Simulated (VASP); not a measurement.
# Ba2C (I4/mmm) in VASP: a series of runs, part 2 of 2

VASP 6.6.1.

### Step 3. Single point, PBE

INCAR reads:

```
SYSTEM = Ba2C
  PREC = Accurate
  ENCUT = 520
  EDIFF = 1E-7
  ISMEAR = 0
  SIGMA = 0.0102
  LREAL = .False.
  LASPH = .True.
  NELM = 80
  ALGO = Normal
  ISIF = 2
  LWAVE = .False.
  LCHARG = .True.
  GGA = PE
  LELF = .True.
  LVHAR = .True.
  NBANDS = 33
```

KPOINTS reads:

```
Automatic mesh
0
Gamma
  4 4 4
  0 0 0
```

POSCAR reads:

```
Ba2C
1.0
    0.0000000000      4.8690250000      0.0000000000
    4.8690250000      0.0000000000      0.0000000000
    2.4345130000      2.4345130000     -8.2384290000
Ba C
4 2
Direct
    0.5000000000      0.0000000000      0.0000000000
    0.0000000000      0.5000000000      0.0000000000
    0.3250000000      0.3250000000      0.3500000000
    0.6750000000      0.6750000000      0.6500000000
    0.1360000000      0.1360000000      0.7280000000
    0.8640000000      0.8640000000      0.2720000000
```

Potentials or basis: VASP PAW PBE potentials, release 64 (Ba_sv, C).

Started as:

```
> cat potpaw_PBE.64/Ba_sv/POTCAR potpaw_PBE.64/C/POTCAR > POTCAR
> mpirun -np 1 vasp_std > vasp.out
```

OUTCAR:

```text
SYSTEM = Ba2C
   PREC = Accurate
   ENCUT = 520
   EDIFF = 1E-7
   ISMEAR = 0
   LREAL = .False.
   LASPH = .True.
   NELM = 80
   ISIF = 2
   GGA = PE

 ion  position               nearest neighbor table
   1  0.500  0.000  0.000-   5 3.31   6 3.31   6 3.31   5 3.31   2 3.44   2 3.44   2 3.44   2 3.44
                             3 3.77   4 3.77   4 3.77   3 3.77
   2  0.000  0.500  0.000-   5 3.31   6 3.31   6 3.31   5 3.31   1 3.44   1 3.44   1 3.44   1 3.44
                             3 3.77   4 3.77   4 3.77   3 3.77
   3  0.325  0.325  0.350-   5 3.11   1 3.77   2 3.77   2 3.77   1 3.77   4 4.24   4 4.24   4 4.24
[... 667 lines left out ...]
  Total       -1.6007353     -1.6007353     -5.5207859     -0.0000000      0.0000003      0.0000003
  in kB      -13.1311180    -13.1311180    -45.2879929     -0.0000000      0.0000027      0.0000027
  external PRESSURE =     -23.8500763 kB  Pullay stress =       0.0000000 kB

 VOLUME and BASIS-vectors are now :
 -----------------------------------------------------------------------------
  energy-cutoff  :      520.00
  volume of cell :      195.31
      direct lattice vectors                 reciprocal lattice vectors
     0.000000000  4.869025000  0.000000000     0.000000000  0.205379927  0.060691195
     4.869025000  0.000000000  0.000000000     0.205379927  0.000000000  0.060691195
     2.434513000  2.434513000 -8.238429000     0.000000000  0.000000000 -0.121382365

 POSITION                                       TOTAL-FORCE (eV/Angst)
 -----------------------------------------------------------------------------------
      0.00000      2.43451      0.00000         0.000000      0.000000     -0.000000
      2.43451      0.00000      0.00000         0.000000      0.000000     -0.000000
      2.43451      2.43451     -2.88345         0.000000      0.000000     -1.576115
      4.86903      4.86903     -5.35498        -0.000000     -0.000000      1.576115
      2.43451      2.43451     -5.99758         0.000000      0.000000     -0.549671
      4.86903      4.86903     -2.24085        -0.000000     -0.000000      0.549671
 -----------------------------------------------------------------------------------
    total drift:                                0.000000      0.000000     -0.000000

  FREE ENERGIE OF THE ION-ELECTRON SYSTEM (eV)
  ---------------------------------------------------
  free  energy   TOTEN  =       -19.7389812387 eV

  energy  without entropy=      -19.7386183039  energy(sigma->0) =      -19.73879977
```

OSZICAR:

```text
N       E                     dE             d eps       ncg     rms          rms(c)
DAV:   1     0.333624789787E+03    0.33362E+03   -0.20926E+04   858   0.127E+03
DAV:   2    -0.195668690832E+01   -0.33558E+03   -0.32412E+03  1231   0.252E+02
DAV:   3    -0.228089292142E+02   -0.20852E+02   -0.20363E+02  1172   0.648E+01
DAV:   4    -0.234155688192E+02   -0.60664E+00   -0.60419E+00  1300   0.924E+00
DAV:   5    -0.234267755674E+02   -0.11207E-01   -0.11199E-01  1148   0.116E+00    0.113E+01
DAV:   6    -0.239958111108E+02   -0.56904E+00   -0.49190E+01  1057   0.147E+01    0.139E+01
DAV:   7    -0.197900635331E+02    0.42057E+01   -0.84436E+00  1124   0.820E+00    0.440E+00
DAV:   8    -0.197607175179E+02    0.29346E-01   -0.11744E+00  1140   0.312E+00    0.146E+00
DAV:   9    -0.197355630327E+02    0.25154E-01   -0.99457E-02  1139   0.131E+00    0.473E-01
DAV:  10    -0.197389304738E+02   -0.33674E-02   -0.19905E-02  1244   0.490E-01    0.211E-01
DAV:  11    -0.197388249761E+02    0.10550E-03   -0.28558E-03  1196   0.186E-01    0.672E-02
DAV:  12    -0.197389739236E+02   -0.14895E-03   -0.45764E-04  1132   0.104E-01    0.298E-02
DAV:  13    -0.197389797069E+02   -0.57833E-05   -0.59621E-05  1267   0.311E-02    0.881E-03
DAV:  14    -0.197389815831E+02   -0.18762E-05   -0.50510E-06  1116   0.123E-02    0.700E-03
DAV:  15    -0.197389811426E+02    0.44046E-06   -0.21533E-06  1010   0.673E-03    0.234E-03
DAV:  16    -0.197389812387E+02   -0.96089E-07   -0.35612E-07   956   0.296E-03
   1 F= -.19738981E+02 E0= -.19738800E+02  d E =-.362935E-03
```

Run time: 51 s. Hardware: 1 thread of AMD EPYC 9R45 (Zen 5), shared host; peak memory 0.28 GiB.

What came out:

```yaml
Free_energy: -19.7390 eV
Pressure: -2.4 GPa
Largest_force: 1.576 eV/Å
Band_gap_on_the_k_mesh: zero (bands 24 and 25 overlap by 0.26 eV)
```

Forces on the atoms (eV/Å):
```
Ba   0.000  0.000  0.000
Ba   0.000  0.000  0.000
Ba   0.000  0.000 -1.576
Ba   0.000  0.000  1.576
C    0.000  0.000 -0.550
C    0.000  0.000  0.550
```

Stress tensor (GPa, compression positive):
```
-1.31  0.00  0.00
 0.00 -1.31  0.00
 0.00  0.00 -4.53
```

Caveat: spin-orbit coupling is left out, which moves the levels of the heavy elements; forces of over 1 eV/Å act on the atoms, so gaps and moduli don't describe the material at rest.

### Step 4. Single point, PBE, collinear spin

INCAR reads:

```
ALGO = Normal
EDIFF = 1E-6
ENCUT = 520
GGA = PE
ISIF = 2
ISMEAR = 0
ISPIN = 2
LASPH = True
LCHARG = True
LELF = True
LORBIT = 11
LREAL = False
LVHAR = True
LWAVE = False
MAGMOM = 2 1 1 2 2 1
NBANDS = 37
NELM = 150
PREC = Accurate
SIGMA = 0.0102
```

KPOINTS reads:

```
k-points
0
Gamma
  4 4 4
```

POSCAR is that of step 3.

Potentials or basis: VASP PAW PBE potentials, release 64 (Ba_sv, C).

Started as:

```
> cat potpaw_PBE.64/Ba_sv/POTCAR potpaw_PBE.64/C/POTCAR > POTCAR
> mpirun -np 1 vasp_std > vasp.out
```

OUTCAR:

```text
EDIFF = 1E-6
   ENCUT = 520
   GGA = PE
   ISIF = 2
   ISMEAR = 0
   ISPIN = 2
   LASPH = True
   LORBIT = 11
   LREAL = False
   NELM = 150
   PREC = Accurate

 ion  position               nearest neighbor table
   1  0.500  0.000  0.000-   5 3.31   6 3.31   6 3.31   5 3.31   2 3.44   2 3.44   2 3.44   2 3.44
                             3 3.77   4 3.77   4 3.77   3 3.77
   2  0.000  0.500  0.000-   5 3.31   6 3.31   6 3.31   5 3.31   1 3.44   1 3.44   1 3.44   1 3.44
                             3 3.77   4 3.77   4 3.77   3 3.77
   3  0.325  0.325  0.350-   5 3.11   1 3.77   2 3.77   2 3.77   1 3.77   4 4.24   4 4.24   4 4.24
                             4 4.24
   4  0.675  0.675  0.650-   6 3.11   1 3.77   2 3.77   2 3.77   1 3.77   3 4.24   3 4.24   3 4.24
                             3 4.24
   5  0.136  0.136  0.728-   3 3.11   2 3.31   1 3.31   2 3.31   1 3.31
   6  0.864  0.864  0.272-   4 3.11   2 3.31   1 3.31   2 3.31   1 3.31

  LATTYP: Found a body centered tetragonal cell.
 ALAT       =     4.8690250000
 C/A-ratio  =     3.3840158964

  Lattice vectors:

 A1 = (  -2.4345130000,   2.4345120000,   8.2384290000)
 A2 = (   2.4345120000,  -2.4345130000,   8.2384290000)
 A3 = (   2.4345130000,   2.4345130000,  -8.2384290000)

Analysis of symmetry for initial positions (statically):
=====================================================================
 Subroutine PRICEL returns:
 Original cell was already a primitive cell.

 Routine SETGRP: Setting up the symmetry group for a
 body centered tetragonal supercell.

 Subroutine GETGRP returns: Found 16 space group operations
 (whereof 16 operations were pure point group operations)
 out of a pool of 16 trial point group operations.

The static configuration has the point symmetry D_4h.

Analysis of symmetry for dynamics (positions and initial velocities):
=====================================================================
 Subroutine PRICEL returns:
 Original cell was already a primitive cell.

[... 181 lines left out ...]
      1     -25.9431      1.00000
      2     -25.5353      1.00000
      3     -25.5143      1.00000
      4     -25.4019      1.00000
      5     -11.8691      1.00000
      6     -11.8691      1.00000
[... 691 lines left out ...]
     35       5.3287      0.00000
     36       5.7113      0.00000
 Fermi energy:         2.6486951933

 spin component 2

 k-point     1 :       0.0000    0.0000    0.0000
  band No.  band energies     occupation
      1     -25.9498      1.00000
      2     -25.5358      1.00000
      3     -25.5149      1.00000
      4     -25.4081      1.00000
      5     -11.8811      1.00000
      6     -11.8811      1.00000
[... 691 lines left out ...]
     35       5.4257      0.00000
     36       5.7355      0.00000
 [bands above 36 left out]

------------------------ aborting loop because EDIFF is reached ----------------------------------------

  FORCE on cell =-STRESS in cart. coord.  units (eV):
  Direction    XX          YY          ZZ          XY          YZ          ZX
  --------------------------------------------------------------------------------------
  -------------------------------------------------------------------------------------
  Total       -1.5787526     -1.5787531     -4.8421092     -0.0000000      0.0000003      0.0000003
  in kB      -12.9507900    -12.9507934    -39.7206866     -0.0000000      0.0000024      0.0000024
  external PRESSURE =     -21.8740900 kB  Pullay stress =       0.0000000 kB

 VOLUME and BASIS-vectors are now :
 -----------------------------------------------------------------------------
  energy-cutoff  :      520.00
  volume of cell :      195.31
      direct lattice vectors                 reciprocal lattice vectors
     0.000000000  4.869025000  0.000000000     0.000000000  0.205379927  0.060691195
     4.869025000  0.000000000  0.000000000     0.205379927  0.000000000  0.060691195
     2.434513000  2.434513000 -8.238429000     0.000000000  0.000000000 -0.121382365

 POSITION                                       TOTAL-FORCE (eV/Angst)
 -----------------------------------------------------------------------------------
      0.00000      2.43451      0.00000        -0.000000     -0.000000      0.000169
      2.43451      0.00000      0.00000        -0.000000     -0.000000      0.000154
      2.43451      2.43451     -2.88345         0.000000      0.000000     -1.574279
      4.86903      4.86903     -5.35498        -0.000000     -0.000000      1.574026
      2.43451      2.43451     -5.99758         0.000000      0.000000     -0.504409
      4.86903      4.86903     -2.24085        -0.000000     -0.000000      0.504339
 -----------------------------------------------------------------------------------
    total drift:                                0.000000      0.000000      0.000246

  FREE ENERGIE OF THE ION-ELECTRON SYSTEM (eV)
  ---------------------------------------------------
  free  energy   TOTEN  =       -19.7483002951 eV

  energy  without entropy=      -19.7481330017  energy(sigma->0) =      -19.74821665

 total charge

# of ion       s       p       d       tot
------------------------------------------
    1        2.050   5.533   0.503   8.086
    2        2.050   5.533   0.503   8.086
    3        2.033   5.562   0.332   7.926
    4        2.033   5.562   0.332   7.926
    5        0.917   1.156   0.000   2.072
    6        0.917   1.156   0.000   2.072
--------------------------------------------------
tot          9.999  24.501   1.669  36.169

 magnetization (x)

# of ion       s       p       d       tot
------------------------------------------
    1       -0.002   0.006  -0.020  -0.016
    2       -0.002   0.006  -0.020  -0.016
    3       -0.002   0.006  -0.005  -0.001
    4       -0.002   0.006  -0.005  -0.001
    5        0.008   0.150   0.000   0.158
    6        0.008   0.150   0.000   0.158
--------------------------------------------------
tot          0.008   0.323  -0.049   0.281
```

OSZICAR:

```text
N       E                     dE             d eps       ncg     rms          rms(c)
DAV:   1     0.325888657817E+03    0.32589E+03   -0.20749E+04  2664   0.112E+03
DAV:   2    -0.565933855573E-01   -0.32595E+03   -0.31300E+03  3765   0.228E+02
DAV:   3    -0.203472245543E+02   -0.20291E+02   -0.19894E+02  3466   0.584E+01
DAV:   4    -0.209432129136E+02   -0.59599E+00   -0.59347E+00  4107   0.838E+00
DAV:   5    -0.209549472188E+02   -0.11734E-01   -0.11726E-01  3419   0.108E+00    0.138E+01
DAV:   6    -0.210713832837E+02   -0.11644E+00   -0.27513E+01  3458   0.121E+01    0.115E+01
DAV:   7    -0.194025626826E+02    0.16688E+01   -0.81219E+00  3615   0.623E+00    0.444E+00
DAV:   8    -0.196944866638E+02   -0.29192E+00   -0.22886E+00  3769   0.357E+00    0.318E+00
DAV:   9    -0.196846898597E+02    0.97968E-02   -0.64839E-01  4022   0.210E+00    0.135E+00
DAV:  10    -0.197402873431E+02   -0.55597E-01   -0.12535E-01  3255   0.129E+00    0.651E-01
DAV:  11    -0.197466614644E+02   -0.63741E-02   -0.13508E-02  3824   0.448E-01    0.281E-01
DAV:  12    -0.197477260961E+02   -0.10646E-02   -0.25400E-03  3488   0.208E-01    0.148E-01
DAV:  13    -0.197481361373E+02   -0.41004E-03   -0.10549E-03  3736   0.131E-01    0.525E-02
DAV:  14    -0.197482718944E+02   -0.13576E-03   -0.24969E-04  3423   0.619E-02    0.223E-02
DAV:  15    -0.197482951123E+02   -0.23218E-04   -0.44130E-05  3553   0.257E-02    0.116E-02
DAV:  16    -0.197482998305E+02   -0.47182E-05   -0.11491E-05  3357   0.141E-02    0.525E-03
DAV:  17    -0.197483002951E+02   -0.46461E-06   -0.24501E-06  2677   0.553E-03
   1 F= -.19748300E+02 E0= -.19748217E+02  d E =-.167293E-03  mag=     0.6252
```

stdout:

```text
POSCAR found type information on POSCAR BaC
 POSCAR found :  2 types and       6 ions
 scaLAPACK will be used
 LDA part: xc-table for (Slater+PW92), standard interpolation
 POSCAR, INCAR and KPOINTS ok, starting setup
 FFT: planning ... GRIDC
 FFT: planning ... GRID_SOFT
 FFT: planning ... GRID
 WAVECAR not read
 entering main loop
```

Run time: 2.6 min. Hardware: 1 thread of AMD EPYC 9R45 (Zen 5), shared host; peak memory 0.42 GiB.

Results:

| Quantity | Value |
| --- | --- |
| Free energy | -19.7483 eV |
| Pressure | -2.2 GPa |
| Largest force | 1.574 eV/Å |
| Net moment | 0.63 μB per cell |
| Site moments | Ba -0.02, -0.00 (each value once); C +0.16 μB |
| Valence electrons inside the program's atomic spheres | Ba 8.09, 7.93 (each value once); C 2.07 |

Forces on the atoms (eV/Å):
```
Ba   0.000  0.000  0.000
Ba   0.000  0.000  0.000
Ba   0.000  0.000 -1.574
Ba   0.000  0.000  1.574
C    0.000  0.000 -0.504
C    0.000  0.000  0.504
```

Levels at points of the mesh, in eV from the Fermi level:
Spin up:
| k point | band 20 | band 21 | band 22 | band 23 | band 24 | band 25 | band 26 | band 27 | band 28 | band 29 |
| --- | --- | --- | --- | --- | --- | --- | --- | --- | --- | --- |
| (0.00, 0.00, 0.00) | -1.40 | -0.70 | -0.70 | -0.30 | 0.04 | 0.09 | 0.09 | 0.84 | 1.02 | 1.23 |
| (0.50, 0.00, 0.00) | -1.22 | -0.95 | -0.68 | -0.67 | -0.49 | 0.36 | 1.24 | 1.30 | 1.41 | 2.45 |
| (0.00, 0.50, 0.50) | -1.22 | -0.95 | -0.68 | -0.67 | -0.49 | 0.36 | 1.24 | 1.30 | 1.41 | 2.45 |
| (0.50, 0.50, 0.00) | -1.09 | -0.88 | -0.34 | -0.19 | -0.12 | 0.04 | 0.54 | 1.03 | 1.59 | 1.64 |
| (0.00, 0.00, 0.50) | -1.57 | -0.92 | -0.92 | -0.58 | 0.06 | 0.28 | 0.28 | 0.32 | 1.30 | 1.91 |
Spin down:
```tsv
k point	band 21	band 22	band 23	band 24	band 25	band 26	band 27	band 28
(0.00, 0.00, 0.00)	-0.56	-0.56	0.03	0.06	0.34	0.34	0.82	1.09
(0.50, 0.00, 0.00)	-0.76	-0.45	-0.39	-0.29	0.42	1.18	1.25	1.38
(0.00, 0.50, 0.50)	-0.76	-0.45	-0.39	-0.29	0.42	1.18	1.25	1.38
(0.50, 0.50, 0.00)	-0.73	0.01	0.03	0.08	0.11	0.56	1.04	1.60
(0.00, 0.00, 0.50)	-0.78	-0.78	-0.29	0.05	0.30	0.55	0.55	1.35
```

Caveat: spin-orbit coupling is left out, which moves the levels of the heavy elements; forces of over 1 eV/Å act on the atoms, so gaps and moduli don't describe the material at rest.
